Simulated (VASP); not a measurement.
# Sc (P6_3/mmc) in VASP: notebook

The runs below take Sc through single point, with PBEsol.

All numbers are computed with VASP 6.6.1; they aren't measurements. Logs are shortened: lines on timing, memory, paths and dates and some standing lists are left out, and cuts for length are marked.

### Step 1. The cell of the first run

Symmetry: P6_3/mmc, No. 194, hexagonal system. The conventional cell has a = 3.309 Å, b = 3.309 Å, c = 5.242 Å, α = 90.00°, β = 90.00°, γ = 120.00°. Sc (site symmetry -6m2) has 12 Sc at 3.24 to 3.31 Å within 4.3 Å.

### Step 2. Single point, PBEsol (strain -0.0050 x Voigt [0, 0, 1, 0, 0, 0])

Input file INCAR:

```
SYSTEM = Sc
PREC     = Accurate       ! precision mode
ENCUT    = 520            ! plane-wave cutoff, eV
EDIFF    = 1E-7           ! SCF threshold, eV
ISMEAR   = 0              ! smearing method
SIGMA    = 0.15           ! smearing width, eV
LREAL    = .FALSE.        ! projectors in reciprocal space
LASPH    = .TRUE.         ! aspherical terms in the spheres
NELM     = 60             ! most SCF steps
ALGO     = Fast           ! electronic algorithm
ISIF     = 2              ! what is computed and relaxed
LWAVE    = .FALSE.        ! write WAVECAR
LCHARG   = .FALSE.        ! write CHGCAR
GGA      = PS             ! functional
NBANDS   = 18             ! bands
```

Input file KPOINTS:

```
Automatic mesh
0
G
  18 18 10
  0 0 0
```

Input file POSCAR:

```
Sc
1.0
    3.3087978973      0.0000000000      0.0000000000
   -1.6543989486      2.8655030350      0.0000000000
    0.0000000000      0.0000000000      5.2416600000
Sc
2
Direct
    0.3333333333      0.6666666667      0.2500000000
    0.6666666667      0.3333333333      0.7500000000
```

Potentials or basis: VASP PAW PBE potentials, release 64 (Sc_sv).

Command:

```bash
cat potpaw_PBE.64/Sc_sv/POTCAR > POTCAR
mpirun -np 1 vasp_std > vasp.out
```

OUTCAR:

```text
SYSTEM = Sc
   PREC = Accurate
   ENCUT = 520
   EDIFF = 1E-7
   ISMEAR = 0
   LREAL = .FALSE.
   LASPH = .TRUE.
   NELM = 60
   ISIF = 2
   GGA = PS

 ion  position               nearest neighbor table
   1  0.333  0.667  0.250-   2 3.24   2 3.24   2 3.24   2 3.24   2 3.24   2 3.24
   2  0.667  0.333  0.750-   1 3.24   1 3.24   1 3.24   1 3.24   1 3.24   1 3.24

  LATTYP: Found a hexagonal cell.
 ALAT       =     3.3087978973
 C/A-ratio  =     1.5841584052

  Lattice vectors:

 A1 = (   3.3087978973,   0.0000000000,   0.0000000000)
 A2 = (  -1.6543989486,   2.8655030350,   0.0000000000)
 A3 = (   0.0000000000,   0.0000000000,   5.2416600000)

Analysis of symmetry for initial positions (statically):
=====================================================================
 Subroutine PRICEL returns:
 Original cell was already a primitive cell.

 Routine SETGRP: Setting up the symmetry group for a
 hexagonal supercell.

 Subroutine GETGRP returns: Found 24 space group operations
 (whereof 12 operations were pure point group operations)
 out of a pool of 24 trial point group operations.

The static configuration has the point symmetry D_3d.
 The point group associated with its full space group is D_6h.

Analysis of symmetry for dynamics (positions and initial velocities):
=====================================================================
 Subroutine PRICEL returns:
 Original cell was already a primitive cell.

 Routine SETGRP: Setting up the symmetry group for a
 hexagonal supercell.

 Subroutine GETGRP returns: Found 24 space group operations
 (whereof 12 operations were pure point group operations)
 out of a pool of 24 trial point group operations.

The dynamic configuration has the point symmetry D_3d.
 The point group associated with its full space group is D_6h.

 Subroutine INISYM returns: Found 24 space group operations
 (whereof 12 operations are pure point group operations),
 and found     1 'primitive' translations

----------------------------------------------------------------------------------------

                                     Primitive cell

  volume of cell :      49.6981

  direct lattice vectors                    reciprocal lattice vectors
     3.308797897  0.000000000  0.000000000     0.302224563  0.174489433  0.000000000
    -1.654398949  2.865503035  0.000000000     0.000000000  0.348978866  0.000000000
     0.000000000  0.000000000  5.241660000     0.000000000  0.000000000  0.190779257

  length of vectors
[... 78 lines left out ...]
   LSORBIT =      F    spin-orbit coupling
   LASPH  =      T    aspherical Exc in radial PAW
   ENCUT  =  520.0 eV  38.22 Ry    6.18 a.u.   6.15  6.15  9.75*2*pi/ulx,y,z
   NELM   =     60;   NELMIN=  2; NELMDL= -5     # of ELM steps
   EDIFF  = 0.1E-06   stopping-criterion for ELM
   LREAL  =      F    real-space projection
   EDIFFG = 0.1E-05   stopping-criterion for IOM
   NSW    =      0    number of steps for IOM
   IBRION =     -1    ionic relax: 0-MD 1-quasi-New 2-CG
   NFREE  =      0    steps in history (QN), initial steepest desc. (CG)
   ISIF   =      2    stress and relaxation
   ISYM   =      2    0-nonsym 1-usesym 2-fastsym
   POTIM  = 0.5000    time-step for ionic-motion
   TEBEG  =    0.0;   TEEND  =   0.0 temperature during run
   PSTRESS=    0.0 pullay stress
   NELECT =      22.0000    total number of electrons
   NUPDOWN=      -1.0000    fix difference up-down
   EMIN   =  10.00;   EMAX   =-10.00  energy-range for DOS
   EFERMI =   0.00;   METHOD = LEGACY
   ISMEAR =     0;   SIGMA  =   0.15  broadening in eV -4-tet -1-fermi 0-gaus
   EFERMI_NEDOS =   21; number of points for ismear=-14 and -15
   IALGO  =     68    algorithm
   IMIX   =      4    mixing-type and parameters
     AMIX     =   0.40;   BMIX     =  1.00
     AMIX_MAG =   1.60;   BMIX_MAG =  1.00
  volume/ion in A,a.u.               =      24.85       167.69
  Fermi-wavevector in a.u.,A,eV,Ry     =   1.247678  2.357769 21.180184  1.556700
  Thomas-Fermi vector in A             =   2.381799
   LORBIT       =      0    0 simple, 1 ext, 2 COOP (PROOUT), +10 PAW based schemes
   GGA     = PS    functional components
   LHFCALC =     F    Hartree Fock is set to
   AEXX    =    0.0000 exact exchange contribution
   IVDW    =     0    specifies the selected vdW correction
   LEPSILON=     F    determine dielectric tensor
   LRPA    =     F    only Hartree local field effects (RPA)
 non-spin polarized calculation
 RMM-DIIS sequential band-by-band and
 Gauss-broadening in eV      SIGMA  =   0.15
  energy-cutoff  :      520.00
  volume of cell :       49.70
 maximum number of plane-waves:      1363
 NGX is ok and might be reduce to    28
   NGX = 13   NGY = 13   NGZ = 19

 number of electron      21.9999997 magnetization

 Free energy of the ion-electron system (eV)
  ---------------------------------------------------
  ext. energy  EPLUGINS =         0.00000000
  ---------------------------------------------------
  free energy    TOTEN  =       -13.21229282 eV

  energy without entropy =      -13.16421831  energy(sigma->0) =      -13.18825557

 E-fermi :   3.5296     XC(G=0):  -9.9569

 val. band max:        3.5290160198   @ k =   0.2222   0.1667   0.1000
 cond. band min:       3.5298825815   @ k =   0.3333   0.0556   0.1000
 fundamental gap:      0.0008665617
 Fermi energy:         3.5296184079

 k-point     1 :       0.0000    0.0000    0.0000
  band No.  band energies     occupation
      1     -45.6986      2.00000
      2     -45.6328      2.00000
      3     -24.6052      2.00000
      4     -24.2691      2.00000
      5     -24.2691      2.00000
      6     -24.2088      2.00000
[... 481 lines left out ...]
      5     -24.4274      2.00000
      6     -24.3657      2.00000
[... 10 lines left out ...]
     17       7.3311      0.00000
     18       7.4859      0.00000

 [... further k-points ...]
[... 5 lines left out ...]
  --------------------------------------------------------------------------------------
  -------------------------------------------------------------------------------------
  Total       -0.6516843     -0.6516843     -1.0511953     -0.0000000      0.0000000      0.0000000
  in kB      -21.0091198    -21.0091198    -33.8886324     -0.0000000      0.0000000      0.0000000
  external PRESSURE =     -25.3022907 kB  Pullay stress =       0.0000000 kB

 VOLUME and BASIS-vectors are now :
 -----------------------------------------------------------------------------
  energy-cutoff  :      520.00
  volume of cell :       49.70
      direct lattice vectors                 reciprocal lattice vectors
     3.308797897  0.000000000  0.000000000     0.302224563  0.174489433  0.000000000
    -1.654398949  2.865503035  0.000000000     0.000000000  0.348978866  0.000000000
     0.000000000  0.000000000  5.241660000     0.000000000  0.000000000  0.190779257

 POSITION                                       TOTAL-FORCE (eV/Angst)
 -----------------------------------------------------------------------------------
     -0.00000      1.91034      1.31042         0.000000     -0.000000      0.000000
      1.65440      0.95517      3.93125        -0.000000      0.000000      0.000000
 -----------------------------------------------------------------------------------
    total drift:                                0.000000     -0.000000      0.000000

  FREE ENERGIE OF THE ION-ELECTRON SYSTEM (eV)
  ---------------------------------------------------
  free  energy   TOTEN  =       -13.2122928208 eV

  energy  without entropy=      -13.1642183135  energy(sigma->0) =      -13.18825557
```

OSZICAR:

```text
N       E                     dE             d eps       ncg     rms          rms(c)
DAV:   1     0.353528972057E+03    0.35353E+03   -0.11028E+04  8016   0.130E+03
DAV:   2     0.545454567440E+01   -0.34807E+03   -0.34133E+03  9872   0.538E+02
DAV:   3    -0.143970239923E+02   -0.19852E+02   -0.19119E+02 13062   0.155E+02
DAV:   4    -0.147921971884E+02   -0.39517E+00   -0.39278E+00 12148   0.203E+01
DAV:   5    -0.147973952357E+02   -0.51980E-02   -0.51952E-02 13680   0.242E+00    0.786E+00
RMM:   6    -0.133087618559E+02    0.14886E+01   -0.20375E+00  8292   0.182E+01    0.268E+00
RMM:   7    -0.132317564181E+02    0.77005E-01   -0.38396E+00 10565   0.142E+01    0.148E+00
RMM:   8    -0.132020174855E+02    0.29739E-01   -0.23030E-01  8771   0.552E+00    0.534E-01
RMM:   9    -0.132104428011E+02   -0.84253E-02   -0.13568E-01 11462   0.208E+00    0.161E-01
RMM:  10    -0.132116836541E+02   -0.12409E-02   -0.22500E-02 11637   0.885E-01    0.620E-02
RMM:  11    -0.132121058011E+02   -0.42215E-03   -0.53584E-03 12320   0.455E-01    0.283E-02
RMM:  12    -0.132122414206E+02   -0.13562E-03   -0.14168E-03 12793   0.207E-01    0.861E-03
RMM:  13    -0.132122916667E+02   -0.50246E-04   -0.45711E-04 12357   0.117E-01    0.121E-02
RMM:  14    -0.132122929268E+02   -0.12601E-05   -0.86169E-05 12362   0.490E-02    0.704E-03
RMM:  15    -0.132122915768E+02    0.13500E-05   -0.29699E-05 11580   0.407E-02    0.111E-03
RMM:  16    -0.132122926713E+02   -0.10945E-05   -0.96165E-06 11167   0.151E-02    0.701E-04
RMM:  17    -0.132122927805E+02   -0.10921E-06   -0.23408E-06 10203   0.828E-03    0.215E-04
RMM:  18    -0.132122928208E+02   -0.40263E-07   -0.69065E-07  9463   0.525E-03
   1 F= -.13212293E+02 E0= -.13188256E+02  d E =-.480745E-01
```

It took 4.6 min on 1 thread of Intel Xeon Platinum 8259CL at 2.50GHz (Skylake/Cascade Lake), shared host; peak memory 0.29 GiB.

What came out:

```
Free energy            : -13.2123 eV
Pressure               : -2.5 GPa
Band gap on the k mesh : zero (band 11 reaches 4.44 eV, above the bottom of band 12 at 3.05 eV)
```

Stress tensor (GPa, compression positive):
```
-2.10  0.00  0.00
 0.00 -2.10  0.00
 0.00  0.00 -3.39
```

Levels at points of the mesh, in eV from the Fermi level:
| k point | band 7 | band 8 | band 9 | band 10 | band 11 | band 12 | band 13 | band 14 | band 15 | band 16 |
| --- | --- | --- | --- | --- | --- | --- | --- | --- | --- | --- |
| (0.00, 0.00, 0.00) | -27.74 | -27.72 | -5.12 | -1.67 | 0.48 | 1.59 | 1.59 | 1.74 | 2.01 | 2.01 |
| (0.50, 0.00, 0.00) | -27.82 | -27.78 | -1.60 | -1.05 | -0.68 | -0.30 | 1.23 | 1.38 | 1.78 | 3.76 |
| (0.00, 0.00, 0.50) | -27.77 | -27.77 | -3.62 | -3.62 | 0.91 | 0.91 | 1.53 | 1.53 | 1.53 | 1.53 |
| (0.50, 0.00, 0.50) | -27.82 | -27.82 | -1.47 | -1.47 | 0.05 | 0.05 | 1.25 | 1.25 | 2.38 | 2.38 |

Caveat: the cell differs from its parent crystal (strain -0.0050 x Voigt [0, 0, 1, 0, 0, 0]); the PAW data sets were made with another functional, which shifts forces and pressure a little.

### Step 3. Single point, PBEsol (strain +0.0050 x Voigt [0, 0, 1, 0, 0, 0])

Changes to INCAR since step 2:

```diff
@@ -8,3 +8,3 @@
 LASPH    = .TRUE.         ! aspherical terms in the spheres
-NELM     = 60             ! most SCF steps
+NELM     = 80             ! most SCF steps
 ALGO     = Fast           ! electronic algorithm
```

Input file KPOINTS:

```
regular mesh
0
G
  18 18 10
  0 0 0
```

Changes to POSCAR since step 2:

```diff
@@ -4,3 +4,3 @@
    -1.6543989486      2.8655030350      0.0000000000
-    0.0000000000      0.0000000000      5.2416600000
+    0.0000000000      0.0000000000      5.2943400000
 Sc
```

Potentials or basis: VASP PAW PBE potentials, release 64 (Sc_sv).

Command:

```bash
cat potpaw_PBE.64/Sc_sv/POTCAR > POTCAR
mpirun -np 1 vasp_std > vasp.out
```

Run time: 4.7 min. Hardware: 1 thread of Intel Xeon Platinum 8259CL at 2.50GHz (Skylake/Cascade Lake), shared host; peak memory 0.3 GiB.

Results (log left out):

```yaml
Free_energy: -13.2006 eV
Pressure: -3.0 GPa
Band_gap_on_the_k_mesh: zero (band 11 reaches 4.34 eV, above the bottom of band 12 at 3.01 eV)
```

Stress tensor (GPa, compression positive):
```
-2.34  0.00  0.00
 0.00 -2.34  0.00
 0.00  0.00 -4.26
```

Levels at points of the mesh, in eV from the Fermi level:
| k point | band 9 | band 10 | band 11 | band 12 | band 13 | band 14 |
| --- | --- | --- | --- | --- | --- | --- |
| (0.00, 0.00, 0.00) | -5.11 | -1.68 | 0.39 | 1.59 | 1.59 | 1.67 |
| (0.50, 0.00, 0.00) | -1.59 | -1.03 | -0.68 | -0.28 | 1.18 | 1.41 |
| (0.00, 0.00, 0.50) | -3.64 | -3.64 | 0.86 | 0.86 | 1.53 | 1.53 |
| (0.50, 0.00, 0.50) | -1.46 | -1.46 | 0.04 | 0.04 | 1.23 | 1.23 |

Caveat: the cell differs from its parent crystal (strain +0.0050 x Voigt [0, 0, 1, 0, 0, 0]); the PAW data sets were made with another functional, which shifts forces and pressure a little.
